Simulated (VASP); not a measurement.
Set up this calculation in VASP 6.6.1, as the native input.

```
Task                   : single point
Functional             : PBE
Potentials or basis    : VASP PAW PBE potentials, release 64 (Y_sv, Pd, Sn_d)
Cutoff                 : 520 eV
k mesh                 : 3 × 3 × 3
Occupations            : fermi-dirac, width 0.1 eV
Spin                   : no spin polarisation
Dipole correction      : no
Further INCAR settings : ALGO = Normal; EDIFF = 1e-06; NBANDS = 40
```

The structure of YSn3Pd lies in POSCAR:

```
YSn3Pd
1.0
    0.0234310000      4.7021280000      0.0270670000
    4.7302930000      0.0234310000     -0.0103690000
    2.3890170000      2.3310510000     -5.5730440000
Y Pd Sn
1 1 3
Direct
    0.9898394916      0.9810099349     -0.0078205208
    0.6392405905      0.6494656028      0.7204579788
    0.7376839708      0.2204873233      0.5083562339
    0.2368617209      0.7092629881      0.5207055226
    0.4219229466      0.3990074455      0.1748031920
```

One way to write it, as run:

INCAR

```
PREC = Accurate
ENCUT = 520
EDIFF = 1E-6
ISMEAR = -1
SIGMA = 0.1
LREAL = False
LASPH = True
NELM = 100
ALGO = Normal
ISIF = 2
LWAVE = False
LCHARG = True
GGA = PE
LELF = True
LVHAR = True
NBANDS = 40
```

KPOINTS

```
Automatic mesh
0
Gamma
  3 3 3
```

Potentials or basis: VASP PAW PBE potentials, release 64 (Y_sv, Pd, Sn_d).

Launch:

```console
$ cat potpaw_PBE.64/Y_sv/POTCAR potpaw_PBE.64/Pd/POTCAR potpaw_PBE.64/Sn_d/POTCAR > POTCAR
$ mpirun -np 1 vasp_std > vasp.out
```

Results of the run:

| Quantity | Value |
| --- | --- |
| Pressure | 2.8 GPa |
| Largest force | 1.450 eV/Å |
| Band gap on the k mesh | zero (an odd number of electrons rules out a gap without spin polarisation) |

Caveat: the k points lie up to 0.48 Å⁻¹ apart, too coarse for converged energies and pressures of a metal; spin-orbit coupling is left out, which moves the levels of the heavy elements; forces of over 1 eV/Å act on the atoms, so gaps and moduli don't describe the material at rest.

Run time: 53 s on 1 thread of AMD EPYC 9R45 96-Core Processor (Zen 5), with other jobs on the host, peak memory 0.25 GiB.
